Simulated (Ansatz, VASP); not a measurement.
## One calculation of Cr2O3, two programs

```xyz
10
Lattice="2.4755 1.4292 4.5219 -2.4755 1.4292 4.5219 0.0000 -2.8585 4.5219" Properties=species:S:1:pos:R:3 pbc="T T T"
Cr    0.0000    0.0000    4.7162
Cr    0.0000    0.0000    2.0666
Cr    0.0000    0.0000    8.8494
Cr    0.0000    0.0000   11.4990
O    -0.9649    1.4292    7.9133
O    -0.7553   -1.5503    7.9133
O     1.7202    0.1211    7.9133
O     0.9649   -1.4292    5.6523
O     0.7553    1.5503    5.6523
O    -1.7202   -0.1211    5.6523
```

Alike in both runs: task single point; functional PBE; k mesh 4 × 4 × 4; occupations gaussian, width 0.03 eV; collinear spin.

```csv
,VASP,Ansatz
version,VASP 6.6.1,Ansatz 0.2.0
potentials or method,"VASP PAW PBE potentials, release 64 (Cr_pv, O), cutoff 520 eV","PAW, plane waves, scalar-relativistic"
valence electrons in the cell,84,92
```

VASP gave:

```
pressure (GPa)                                                : 9.3
traceless stress, the component that is largest in VASP (GPa) : 0.11
rms of the force components (eV/Å)                            : 0.235
net moment per atom (μB)                                      : 1.20
size of the moment on the site where the two differ most (μB) : 2.87
```

Which values does Ansatz return?

Pressure (GPa): 8.6; traceless stress, the component that is largest in VASP (GPa): 0.12; rms of the force components (eV/Å): 0.231; net moment per atom (μB): 1.20; size of the moment on the site where the two differ most (μB): 2.41.

Site moments also hang on the region over which each program counts them. Atom by atom the forces differ by 0.007 eV/Å (rms over components). VASP's potentials hold 84 valence electrons a cell and Ansatz's 92, so a difference there can come from the potentials and not from the codes.
